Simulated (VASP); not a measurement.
A run of VASP 6.6.1:

The input INCAR:

```
SYSTEM = Sr4LiCl8
PREC = Accurate
ENCUT = 520
EDIFF = 1E-6
ISMEAR = -1
SIGMA = 0.02
LREAL = .False.
LASPH = .True.
NELM = 100
ALGO = Normal
ISIF = 2
LWAVE = .False.
LCHARG = .False.
GGA = PE
NELECT = 98.0
NBANDS = 62
```

The input KPOINTS:

```
Automatic mesh
0
Gamma
  2 2 2
  0 0 0
```

The input POSCAR:

```
Sr4LiCl8
1.0
    6.9650000000      0.0000000000      0.0000000000
    0.0000000000      6.9650000000      0.0000000000
    0.0000000000      0.0000000000      6.9650000000
Sr Cl Li
4 8 1
Direct
    0.0024176597     -0.0107270639     -0.0104933238
    0.4917256281      0.4996625987     -0.0104826992
    0.4921890883     -0.0110964824      0.5192505384
   -0.0044598708      0.4920598708      0.4952104810
    0.2750119167      0.2151336683      0.2239832017
    0.7516377602      0.7328255564      0.7364924623
    0.7180920316      0.7723170136      0.2233332376
    0.2362926059      0.2482310122      0.7370379038
    0.7280271357      0.2247876525      0.7688868629
    0.2364463747      0.7334406317      0.2487702800
    0.2516109117      0.7485033740      0.7543229002
    0.7515863604      0.2487727207      0.2498671931
    0.5240106246      1.0215026561      0.0697356784
```

Potentials or basis: VASP PAW PBE potentials, release 64 (Sr_sv, Cl, Li_sv).

The run is started by

```console
$ cat potpaw_PBE.64/Sr_sv/POTCAR potpaw_PBE.64/Cl/POTCAR potpaw_PBE.64/Li_sv/POTCAR > POTCAR
$ mpirun -np 1 vasp_std > vasp.out
```

Hardware: 1 thread of Intel(R) Xeon(R) Platinum 8488C (Sapphire Rapids), with other jobs on the host.

Problem. Estimate the wall time of this run.

Solution. Run time: 2.7 min on 1 thread of Intel(R) Xeon(R) Platinum 8488C (Sapphire Rapids) (shared host), peak memory 0.46 GiB. Counts: scf iterations 16, k points 8.
